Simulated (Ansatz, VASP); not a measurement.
# CrO2 in VASP and in Ansatz

```
Cr O
1.0
     4.39133    0.00000    0.00000
     0.00000    4.39133    0.00000
     0.00000    0.00000    2.89742
Cr O
2 4
Direct
  0.50000 0.50000 0.50000
  0.00000 0.00000 0.00000
  0.80100 0.19900 0.50000
  0.69900 0.69900 0.00000
  0.19900 0.80100 0.50000
  0.30100 0.30100 0.00000
```

Alike in both runs: task single point; functional PBEsol; k mesh 6 × 6 × 9; occupations fermi-dirac, width 0.05 eV; collinear spin.

```csv
,VASP,Ansatz
version,VASP 6.6.1,Ansatz 0.2.0
potentials or method,"VASP PAW PBE potentials, release 64 (Cr_pv, O)",Ansatz PAW
plane-wave cutoff (eV),520,420
valence electrons in the cell,48,52
```

```tsv
	VASP	Ansatz	Ansatz less VASP
gap on the k mesh at the Fermi level (eV)	none	none	-
pressure (GPa)	-0.8	-1.3	-0.50
traceless stress, the component that is largest in VASP (GPa)	-1.08	-1.21	-0.130
rms of the force components (eV/Å)	0.137	0.144	+0.0070
net moment per atom (μB)	0.67	0.67	0.000
size of the moment on the site where the two differ most (μB)	2.07	1.69	-0.374
```

VASP's potentials were made for PBE, not for PBEsol. Site moments also hang on the region over which each program counts them. Atom by atom the forces differ by 0.007 eV/Å (rms over components). A gap of «none» marks a metal or a gap that the smearing closes. VASP's potentials hold 48 valence electrons a cell and Ansatz's 52, so a difference there can come from the potentials and not from the codes.

Noted on Ansatz's run: Pulay correction over one GPa.
